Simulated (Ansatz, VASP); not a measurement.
Al in VASP and in Ansatz

```xyz
1
Lattice="-1.5912 1.5912 1.5912 1.5912 -1.5912 1.5912 1.5912 1.5912 -1.5912" Properties=species:S:1:pos:R:3 pbc="T T T"
Al    0.0000    0.0000    0.0000
```

Alike in both runs: task single point; functional PBEsol; k mesh 9 × 9 × 9; occupations fermi-dirac, width 0.1 eV; no spin polarisation.

|  | VASP | Ansatz |
| --- | --- | --- |
| version | VASP 6.6.1 | Ansatz 0.2.0 |
| potentials or method | VASP PAW PBE potentials, release 64 (Al) | plane waves, PAW |
| plane-wave cutoff (eV) | 500 | 420 |
| valence electrons in the cell | 3 | 3 |

VASP gave:

```
gap on the k mesh at the Fermi level (eV) : none
pressure (GPa)                            : 2.3
```

Question: Which values does Ansatz return?

Answer: gap on the k mesh at the Fermi level (eV): none; pressure (GPa): 2.2.

VASP's potentials were made for PBE, not for PBEsol. A gap of «none» marks a metal or a gap that the smearing closes. With one functional, cell and mesh, what is left measures potentials, basis and numerics.
